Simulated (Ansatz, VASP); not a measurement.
# Two plane-wave programs on BiTe

```
Bi Te
1.0
     2.38363    1.37619    3.42697
    -2.38363    1.37619    3.42697
     0.00000   -2.75237    3.42697
Bi Te
1 1
Cartesian
  0.0000 0.0000 5.1405
  0.0000 0.0000 0.0000
```

Alike in both runs: task single point; functional PBEsol; k mesh 12 × 12 × 12; occupations gaussian, width 0.15 eV; no spin polarisation.

|  | VASP | Ansatz |
| --- | --- | --- |
| version | VASP 6.6.1 | Ansatz 0.2.0 |
| potentials or method | VASP PAW PBE potentials, release 64 (Bi_d, Te), cutoff 520 eV | scalar-relativistic, plane waves, PAW |
| valence electrons in the cell | 21 | 31 |

```csv
,VASP,Ansatz,Ansatz less VASP
gap on the k mesh at the Fermi level (eV),none,none,-
pressure (GPa),-2.1,-2.1,+0.02
"traceless stress, the component that is largest in VASP (GPa)",-0.15,-0.15,0.000
```

VASP's potentials were made for PBE, not for PBEsol. A gap of «none» marks a metal or a gap that the smearing closes. VASP's potentials hold 21 valence electrons a cell and Ansatz's 31, so a difference there can come from the potentials and not from the codes.

Spin-orbit coupling is off throughout.
